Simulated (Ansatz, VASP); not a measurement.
**NaPbI3: VASP beside Ansatz**

```
Na Pb I
1.0
     6.31705    0.00000    0.00000
     0.00000    6.31705    0.00000
     0.00000    0.00000    6.12754
Na Pb I
1 1 3
Direct
  0.00000 0.00000 0.00000
  0.50000 0.50000 0.50000
  0.50000 0.50000 0.00000
  0.50000 0.00000 0.50000
  0.00000 0.50000 0.50000
```

Change from the starting cell: uniaxial_z strain -3.0%.

Alike in both runs: task single point; functional r2SCAN; k mesh 4 × 4 × 4; no spin polarisation.

|  | VASP | Ansatz |
| --- | --- | --- |
| version | VASP 6.6.1 | Ansatz 0.2.0 |
| potentials or method | VASP PAW PBE potentials, release 64 (Na_pv, Pb_d, I) | plane waves, PAW |
| plane-wave cutoff (eV) | 520 | 500 |
| occupations | gaussian, width 0.01 eV | fixed |
| valence electrons in the cell | 42 | 74 |

VASP gave:

| Property | Result |
| --- | --- |
| gap on the k mesh at the Fermi level (eV) | 1.49 |
| pressure (GPa) | 0.6 |
| traceless stress, the component that is largest in VASP (GPa) | 0.87 |

Q: Which values does Ansatz return?

A: gap on the k mesh at the Fermi level (eV): 1.48; pressure (GPa): 0.6; traceless stress, the component that is largest in VASP (GPa): 0.88.

VASP's potentials were made for PBE, not for r2SCAN. VASP's potentials hold 42 valence electrons a cell and Ansatz's 74, so a difference there can come from the potentials and not from the codes.

Spin-orbit coupling is off throughout.
